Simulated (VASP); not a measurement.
# TiO (F-43m) in VASP: notebook

TiO is run at these levels: r2SCAN; tasks: single point, relaxation of cell and atoms.

Program: VASP 6.6.1. These are calculated values, not measurements. Logs are shortened: lines on timing, memory, paths and dates and some standing lists are left out, and cuts for length are marked.

### 1 The cell of the first run

Symmetry: F-43m, No. 216, cubic system. Conventional cell: a = 4.463 Å, b = 4.463 Å, c = 4.463 Å, α = 90.00°, β = 90.00°, γ = 90.00°. Within 2.6 Å of Ti (site symmetry -43m) lie 4 O at 1.93 Å. O (site symmetry -43m) has 4 Ti at 1.93 Å within 2.6 Å.

### 2 Single point, r2SCAN, collinear spin

Contents of POSCAR:

```
TiO
1.0
    0.0000000000      2.2315829953      2.2315829953
    2.2315829953      0.0000000000      2.2315829953
    2.2315829953      2.2315829953      0.0000000000
Ti O
1 1
Direct
    0.0000000000      0.0000000000      0.0000000000
    0.2500000000      0.2500000000      0.2500000000
```

Contents of INCAR.step1:

```
PREC = Accurate
ENCUT = 520
ISMEAR = 0
SIGMA = 0.1
LREAL = F
LASPH = T
NELM = 150
ISPIN = 2
MAGMOM = 1 0
LMAXMIX = 4
NBANDS = 20
GGA = PE
ALGO = Normal
EDIFF = 1E-4
LWAVE = T
LCHARG = F
```

Contents of INCAR.step2:

```
PREC = Accurate
ENCUT = 520
EDIFF = 1E-7
ISMEAR = 0
SIGMA = 0.1
LREAL = F
LASPH = T
NELM = 150
ALGO = Normal
ISIF = 2
LWAVE = F
LCHARG = T
ISPIN = 2
MAGMOM = 1 0
LORBIT = 11
LMAXMIX = 4
METAGGA = R2SCAN
LMIXTAU = T
LELF = T
LVHAR = T
NBANDS = 20
ISTART = 1
```

Contents of KPOINTS:

```
Automatic mesh
0
Gamma
  8 8 8
```

Potentials or basis: VASP PAW PBE potentials, release 64 (Ti_sv, O).

Command:

```bash
cat potpaw_PBE.64/Ti_sv/POTCAR potpaw_PBE.64/O/POTCAR > POTCAR
cp INCAR.step1 INCAR
mpirun -np 1 vasp_std > vasp.out
cp INCAR.step2 INCAR
mpirun -np 1 vasp_std > vasp.out
```

OUTCAR:

```text
PREC = Accurate
   ENCUT = 520
   EDIFF = 1E-7
   ISMEAR = 0
   LREAL = F
   LASPH = T
   NELM = 150
   ISIF = 2
   ISPIN = 2
   LORBIT = 11
   METAGGA = R2SCAN
   ISTART = 1

 ion  position               nearest neighbor table
   1  0.000  0.000  0.000-   2 1.93   2 1.93   2 1.93   2 1.93
   2  0.250  0.250  0.250-   1 1.93   1 1.93   1 1.93   1 1.93

  LATTYP: Found a face centered cubic cell.
 ALAT       =     4.4631659906

  Lattice vectors:

 A1 = (   0.0000000000,   2.2315829953,   2.2315829953)
 A2 = (   2.2315829953,   0.0000000000,   2.2315829953)
 A3 = (   2.2315829953,   2.2315829953,   0.0000000000)

Analysis of symmetry for initial positions (statically):
=====================================================================
 Subroutine PRICEL returns:
 Original cell was already a primitive cell.

 Routine SETGRP: Setting up the symmetry group for a
 face centered cubic supercell.

 Subroutine GETGRP returns: Found 24 space group operations
 (whereof 24 operations were pure point group operations)
 out of a pool of 48 trial point group operations.

The static configuration has the point symmetry T_d .

Analysis of symmetry for dynamics (positions and initial velocities):
=====================================================================
 Subroutine PRICEL returns:
 Original cell was already a primitive cell.

 Routine SETGRP: Setting up the symmetry group for a
 face centered cubic supercell.

 Subroutine GETGRP returns: Found 24 space group operations
 (whereof 24 operations were pure point group operations)
 out of a pool of 48 trial point group operations.

The dynamic configuration has the point symmetry T_d .

Analysis of structural, dynamic, and magnetic symmetry:
=====================================================================
 Subroutine PRICEL returns:
 Original cell was already a primitive cell.

 Routine SETGRP: Setting up the symmetry group for a
 face centered cubic supercell.

 Subroutine GETGRP returns: Found 24 space group operations
 (whereof 24 operations were pure point group operations)
 out of a pool of 48 trial point group operations.

The overall configuration has the point symmetry T_d .

 Subroutine INISYM returns: Found 24 space group operations
 (whereof 24 operations are pure point group operations),
 and found     1 'primitive' translations

----------------------------------------------------------------------------------------

                                     Primitive cell

  volume of cell :      22.2264

  direct lattice vectors                    reciprocal lattice vectors
     0.000000000  2.231582995  2.231582995    -0.224056197  0.224056197  0.224056197
     2.231582995  0.000000000  2.231582995     0.224056197 -0.224056197  0.224056197
     2.231582995  2.231582995  0.000000000     0.224056197  0.224056197 -0.224056197

  length of vectors
     3.155934938  3.155934938  3.155934938     0.388076718  0.388076718  0.388076718

  position of ions in fractional coordinates (direct lattice)
     0.000000000  0.000000000  0.000000000
     0.250000000  0.250000000  0.250000000

  ion indices of the primitive-cell ions
   primitive index   ion index
                 1           1
                 2           2

----------------------------------------------------------------------------------------

 KPOINTS: Automatic mesh

Automatic generation of k-mesh.
 Grid dimensions read from file:
 generate k-points for:    8    8    8

 Generating k-lattice:

  Cartesian coordinates                     Fractional coordinates (reciprocal lattice)
    -0.028007025  0.028007025  0.028007025     0.125000000  0.000000000  0.000000000
     0.028007025 -0.028007025  0.028007025     0.000000000  0.125000000  0.000000000
     0.028007025  0.028007025 -0.028007025     0.000000000  0.000000000  0.125000000

  Length of vectors
     0.048509590  0.048509590  0.048509590

  Shift w.r.t. Gamma in fractional coordinates (k-lattice)
     0.000000000  0.000000000  0.000000000

 Subroutine IBZKPT returns following result:
 ===========================================

 Found     29 irreducible k-points:

 Following reciprocal coordinates:
            Coordinates               Weight
  0.000000  0.000000  0.000000      1.000000
  0.125000  0.000000  0.000000      8.000000
  0.250000  0.000000  0.000000      8.000000
  0.375000  0.000000  0.000000      8.000000
  0.500000  0.000000  0.000000      4.000000
  0.125000  0.125000  0.000000      6.000000
[... 16 lines left out ...]
  0.500000  0.250000  0.125000     48.000000
 -0.375000  0.250000  0.125000     24.000000
 [... further k-points ...]
   k-points           NKPTS =     29   k-points in BZ     NKDIM =     29   number of bands    NBANDS=     20
   number of dos      NEDOS =    301   number of ions     NIONS =      2
   total plane-waves  NPLWV =  13824
   dimension x,y,z NGX =    24 NGY =   24 NGZ =   24
   dimension x,y,z NGXF=    48 NGYF=   48 NGZF=   48
   ions per type =               1   1
   NGX,Y,Z   is equivalent  to a cutoff of  12.64, 12.64, 12.64 a.u.
   NGXF,Y,Z  is equivalent  to a cutoff of  25.29, 25.29, 25.29 a.u.
 SYSTEM =  unknown system
   PREC   = accura    normal or accurate (medium, high low for compatibility)
   ISTART =      1    job   : 0-new  1-cont  2-samecut
   ICHARG =      0    charge: 1-file 2-atom 10-const
   ISPIN  =      2    spin polarized calculation?
   LNONCOLLINEAR =      F non collinear calculations
   LSORBIT =      F    spin-orbit coupling
   LASPH  =      T    aspherical Exc in radial PAW
   ENCUT  =  520.0 eV  38.22 Ry    6.18 a.u.   5.87  5.87  5.87*2*pi/ulx,y,z
   NELM   =    150;   NELMIN=  2; NELMDL=  0     # of ELM steps
   EDIFF  = 0.1E-06   stopping-criterion for ELM
   LREAL  =      F    real-space projection
   EDIFFG = 0.1E-05   stopping-criterion for IOM
   NSW    =      0    number of steps for IOM
   IBRION =     -1    ionic relax: 0-MD 1-quasi-New 2-CG
   NFREE  =      0    steps in history (QN), initial steepest desc. (CG)
   ISIF   =      2    stress and relaxation
   ISYM   =      2    0-nonsym 1-usesym 2-fastsym
   POTIM  = 0.5000    time-step for ionic-motion
   TEBEG  =    0.0;   TEEND  =   0.0 temperature during run
   PSTRESS=    0.0 pullay stress
   NELECT =      18.0000    total number of electrons
   NUPDOWN=      -1.0000    fix difference up-down
   EMIN   =  10.00;   EMAX   =-10.00  energy-range for DOS
   EFERMI =   0.00;   METHOD = LEGACY
   ISMEAR =     0;   SIGMA  =   0.10  broadening in eV -4-tet -1-fermi 0-gaus
   EFERMI_NEDOS =   21; number of points for ismear=-14 and -15
   IALGO  =     38    algorithm
   IMIX   =      4    mixing-type and parameters
     AMIX     =   0.40;   BMIX     =  1.00
     AMIX_MAG =   1.60;   BMIX_MAG =  1.00
  volume/ion in A,a.u.               =      11.11        75.00
  Fermi-wavevector in a.u.,A,eV,Ry     =   1.525958  2.883643 31.681823  2.328548
  Thomas-Fermi vector in A             =   2.634057
   LORBIT       =     11    0 simple, 1 ext, 2 COOP (PROOUT), +10 PAW based schemes
   METAGGA = R2SCAN    functional components
   LHFCALC =     F    Hartree Fock is set to
   AEXX    =    0.0000 exact exchange contribution
   IVDW    =     0    specifies the selected vdW correction
   LEPSILON=     F    determine dielectric tensor
   LRPA    =     F    only Hartree local field effects (RPA)
 spin polarized calculation
 Gauss-broadening in eV      SIGMA  =   0.10
  energy-cutoff  :      520.00
  volume of cell :       22.23
 maximum number of plane-waves:       610
   NGX = 11   NGY = 11   NGZ = 11

 number of electron      18.0000005 magnetization      -0.1889501

 Free energy of the ion-electron system (eV)
  ---------------------------------------------------
  ext. energy  EPLUGINS =         0.00000000
  ---------------------------------------------------
  free energy    TOTEN  =       -23.48800239 eV

  energy without entropy =      -23.48042656  energy(sigma->0) =      -23.48421448

 E-fermi :  10.1326     XC(G=0): -12.6700

 val. band max:       10.1264062931   @ k =  -0.1250   0.1250   0.0000
 cond. band min:      10.1382772594   @ k =   0.1250   0.1250   0.0000
 fundamental gap:      0.0118709663
 Fermi energy:        10.1326299911

 spin component 1

 k-point     1 :       0.0000    0.0000    0.0000
  band No.  band energies     occupation
      1     -50.1738      1.00000
      2     -25.2581      1.00000
      3     -25.2581      1.00000
      4     -25.2581      1.00000
      5     -13.3487      1.00000
      6       1.6905      1.00000
[... 12 lines left out ...]
     19      31.7211      0.00000
     20      31.7211      0.00000

 k-point     2 :       0.1250    0.0000    0.0000
  band No.  band energies     occupation
      1     -50.1642      1.00000
      2     -25.3494      1.00000
      3     -25.2680      1.00000
      4     -25.2679      1.00000
      5     -13.2252      1.00000
      6       1.5032      1.00000
[... 12 lines left out ...]
     19      31.0722      0.00000
     20      31.0722      0.00000
[... 465 lines left out ...]
      3     -25.4372      1.00000
      4     -25.3492      1.00000
      5     -12.5526      1.00000
      6       1.3722      1.00000
[... 12 lines left out ...]
     19      32.4677      0.00000
     20      33.9322      0.00000

 k-point    24 :      -0.3750    0.2500    0.1250
  band No.  band energies     occupation
      1     -50.0974      1.00000
      2     -25.7987      1.00000
      3     -25.4578      1.00000
      4     -25.3631      1.00000
      5     -12.4764      1.00000
      6       1.5923      1.00000
[... 12 lines left out ...]
     19      32.9548      0.00000
     20      34.2018      0.00000

 [... further k-points ...]

 spin component 2

 k-point     1 :       0.0000    0.0000    0.0000
  band No.  band energies     occupation
      1     -50.4037      1.00000
      2     -25.4893      1.00000
      3     -25.4893      1.00000
      4     -25.4893      1.00000
      5     -13.3533      1.00000
      6       1.6590      1.00000
[... 12 lines left out ...]
     19      31.6417      0.00000
     20      31.6417      0.00000

 k-point     2 :       0.1250    0.0000    0.0000
  band No.  band energies     occupation
      1     -50.3942      1.00000
      2     -25.5787      1.00000
      3     -25.4990      1.00000
      4     -25.4990      1.00000
      5     -13.2308      1.00000
      6       1.4733      1.00000
[... 12 lines left out ...]
     19      30.9710      0.00000
     20      30.9710      0.00000
[... 465 lines left out ...]
      3     -25.6657      1.00000
      4     -25.5791      1.00000
      5     -12.5620      1.00000
      6       1.3355      1.00000
[... 12 lines left out ...]
     19      32.3400      0.00000
     20      33.8367      0.00000

 k-point    24 :      -0.3750    0.2500    0.1250
  band No.  band energies     occupation
      1     -50.3282      1.00000
      2     -26.0196      1.00000
      3     -25.6858      1.00000
      4     -25.5929      1.00000
      5     -12.4861      1.00000
      6       1.5527      1.00000
[... 12 lines left out ...]
     19      32.7908      0.00000
     20      34.1139      0.00000

 [... further k-points ...]

------------------------ aborting loop because EDIFF is reached ----------------------------------------

  FORCE on cell =-STRESS in cart. coord.  units (eV):
  Direction    XX          YY          ZZ          XY          YZ          ZX
  --------------------------------------------------------------------------------------
  -------------------------------------------------------------------------------------
  Total        3.2770013      3.2770013      3.2770013      0.0000000     -0.0000000      0.0000000
  in kB      236.2207654    236.2207654    236.2207654      0.0000000     -0.0000000      0.0000000
  external PRESSURE =     236.2207654 kB  Pullay stress =       0.0000000 kB

 VOLUME and BASIS-vectors are now :
 -----------------------------------------------------------------------------
  energy-cutoff  :      520.00
  volume of cell :       22.23
      direct lattice vectors                 reciprocal lattice vectors
     0.000000000  2.231582995  2.231582995    -0.224056197  0.224056197  0.224056197
     2.231582995  0.000000000  2.231582995     0.224056197 -0.224056197  0.224056197
     2.231582995  2.231582995  0.000000000     0.224056197  0.224056197 -0.224056197

 POSITION                                       TOTAL-FORCE (eV/Angst)
 -----------------------------------------------------------------------------------
      0.00000      0.00000      0.00000        -0.000000     -0.000000     -0.000000
      1.11579      1.11579      1.11579         0.000000      0.000000      0.000000
 -----------------------------------------------------------------------------------
    total drift:                                0.000000      0.000000      0.000001

  FREE ENERGIE OF THE ION-ELECTRON SYSTEM (eV)
  ---------------------------------------------------
  free  energy   TOTEN  =       -23.4880023944 eV

  energy  without entropy=      -23.4804265621  energy(sigma->0) =      -23.48421448

 total charge

# of ion       s       p       d       tot
------------------------------------------
    1        2.181   6.226   2.024  10.431
    2        1.582   3.578   0.000   5.159
--------------------------------------------------
tot          3.762   9.804   2.024  15.590

 magnetization (x)

# of ion       s       p       d       tot
------------------------------------------
    1       -0.001   0.000  -0.173  -0.174
    2        0.001   0.006   0.000   0.006
--------------------------------------------------
tot         -0.001   0.006  -0.173  -0.168
```

Wall time 4.8 min (1 thread of Intel Xeon 8259CL, shared host); peak memory 0.14 GiB.

What came out:

- Free energy: -23.4880 eV
- Pressure: 23.6 GPa
- Net moment: -0.19 μB per cell
- Site moments: Ti -0.17; O +0.01 μB
- Valence electrons inside the program's atomic spheres: Ti 10.43; O 5.16

Caveat: the cell stands under pressure; a moment this small can come from the mesh or the smearing; the PAW data sets were made with another functional, which shifts forces and pressure a little; semilocal functionals often make such compounds metallic where correlation or magnetic order opens a gap, which also shifts bond lengths.

### 3 Single point, r2SCAN, collinear spin

This run uses another cell than the first one, of 12.23 Å³/atom.

Contents of POSCAR:

```
TiO
1.0
    0.0000000000      2.3038893427      2.3038893427
    2.3038893427      0.0000000000      2.3038893427
    2.3038893427      2.3038893427      0.0000000000
Ti O
1 1
Direct
    0.0000000000      0.0000000000      0.0000000000
    0.2500000000      0.2500000000      0.2500000000
```

INCAR.step1: that of step 2 with these lines changed.

```diff
@@ -8,3 +8,3 @@
 ISPIN = 2
-MAGMOM = 1 0
+MAGMOM = 0.14 0
 LMAXMIX = 4
```

INCAR.step2: that of step 2 with these lines changed.

```diff
@@ -2,3 +2,3 @@
 ENCUT = 520
-EDIFF = 1E-7
+EDIFF = 1E-6
 ISMEAR = 0
@@ -13,3 +13,3 @@
 ISPIN = 2
-MAGMOM = 1 0
+MAGMOM = 0.14 0
 LORBIT = 11
```

Contents of KPOINTS:

```
regular mesh
0
Gamma
  8 8 8
```

Potentials or basis: VASP PAW PBE potentials, release 64 (Ti_sv, O).

Command:

```bash
cat potpaw_PBE.64/Ti_sv/POTCAR potpaw_PBE.64/O/POTCAR > POTCAR
cp INCAR.step1 INCAR
mpirun -np 1 vasp_std > vasp.out
cp INCAR.step2 INCAR
mpirun -np 1 vasp_std > vasp.out
```

Wall time 3.8 min (1 thread of Intel Xeon 8259CL, shared host); peak memory 0.14 GiB.

It converged, with:

| Quantity | Value |
| --- | --- |
| Free energy | -23.6517 eV |
| Pressure | 1.2 GPa |
| Net moment | -0.21 μB per cell |
| Site moments | Ti -0.20; O +0.01 μB |
| Valence electrons inside the program's atomic spheres | Ti 10.26; O 5.10 |

Levels at points of the mesh, in eV from the Fermi level:
Spin up:
```tsv
k point	band 5	band 6	band 7	band 8	band 9	band 10	band 11	band 12	band 13	band 14
(0.00, 0.00, 0.00)	-22.87	-7.78	-7.78	-7.78	-1.25	0.77	0.77	3.38	3.38	3.38
(0.50, 0.00, 0.00)	-22.28	-8.21	-7.36	-7.36	-0.04	1.03	1.03	2.46	2.46	5.07
(0.50, 0.50, 0.00)	-22.10	-8.69	-6.77	-6.77	-1.80	0.79	1.67	1.97	1.97	6.86
```
Spin down:
| k point | band 6 | band 7 | band 8 | band 9 | band 10 | band 11 | band 12 | band 13 |
| --- | --- | --- | --- | --- | --- | --- | --- | --- |
| (0.00, 0.00, 0.00) | -7.81 | -7.81 | -7.81 | -1.26 | 0.39 | 0.39 | 3.26 | 3.26 |
| (0.50, 0.00, 0.00) | -8.22 | -7.39 | -7.39 | -0.11 | 0.66 | 0.66 | 2.33 | 2.33 |
| (0.50, 0.50, 0.00) | -8.75 | -6.78 | -6.78 | -1.84 | 0.51 | 1.26 | 1.80 | 1.80 |

Caveat: a moment this small can come from the mesh or the smearing; the PAW data sets were made with another functional, which shifts forces and pressure a little; semilocal functionals often make such compounds metallic where correlation or magnetic order opens a gap, which also shifts bond lengths.

### 4 Single point, r2SCAN

This run uses another cell than the first one, of 12.25 Å³/atom.

Contents of POSCAR:

```
TiO
1.0
    0.0000000000      2.3051679792      2.3051679792
    2.3051679792      0.0000000000      2.3051679792
    2.3051679792      2.3051679792      0.0000000000
Ti O
1 1
Direct
    0.0000000000      0.0000000000      0.0000000000
    0.2500000000      0.2500000000      0.2500000000
```

Contents of INCAR.step1:

```
SYSTEM = TiO
PREC = Accurate ; ENCUT = 520
ISMEAR = 0 ; SIGMA = 0.1
LREAL = .False. ; LASPH = .True.
NELM = 60 ; NBANDS = 16
GGA = PE ; ALGO = Normal
EDIFF = 1E-4 ; LWAVE = .True.
LCHARG = .False.
```

Contents of INCAR.step2:

```
SYSTEM = TiO
PREC = Accurate ; ENCUT = 520
EDIFF = 1E-6 ; ISMEAR = 0
SIGMA = 0.1 ; LREAL = .False.
LASPH = .True. ; NELM = 60
ALGO = Normal ; ISIF = 2
LWAVE = .False. ; LCHARG = .True.
METAGGA = R2SCAN ; LMIXTAU = .True.
LELF = .True. ; LVHAR = .True.
NBANDS = 16 ; ISTART = 1
```

Contents of KPOINTS:

```
regular mesh
0
Gamma
  16 16 16
  0 0 0
```

Command:

```bash
cat potpaw_PBE.64/Ti_sv/POTCAR potpaw_PBE.64/O/POTCAR > POTCAR
cp INCAR.step1 INCAR
mpirun -np 1 vasp_std > vasp.out
cp INCAR.step2 INCAR
mpirun -np 1 vasp_std > vasp.out
```

Run time: 6.9 min. Hardware: 1 thread of Intel Xeon 8259CL, shared host; peak memory 0.16 GiB.

The run converged. Its results:

```
Free energy            : -23.6437 eV
Pressure               : 1.0 GPa
Band gap on the k mesh : zero (bands 9 and 10 overlap by 0.59 eV)
```

Levels at points of the mesh, in eV from the Fermi level:
| k point | band 5 | band 6 | band 7 | band 8 | band 9 | band 10 | band 11 | band 12 | band 13 | band 14 |
| --- | --- | --- | --- | --- | --- | --- | --- | --- | --- | --- |
| (0.00, 0.00, 0.00) | -22.89 | -7.82 | -7.82 | -7.82 | -1.29 | 0.53 | 0.53 | 3.26 | 3.26 | 3.26 |
| (0.50, 0.00, 0.00) | -22.31 | -8.24 | -7.40 | -7.40 | -0.13 | 0.79 | 0.79 | 2.33 | 2.33 | 4.97 |
| (0.50, 0.50, 0.00) | -22.13 | -8.75 | -6.80 | -6.80 | -1.86 | 0.60 | 1.41 | 1.82 | 1.82 | 6.75 |

Caveat: the PAW data sets were made with another functional, which shifts forces and pressure a little; semilocal functionals often make such compounds metallic where correlation or magnetic order opens a gap, which also shifts bond lengths.

(Part 1 of 2 ends here.)

The gap in the log of VASP goes by the Fermi energy; the results here count the filled bands.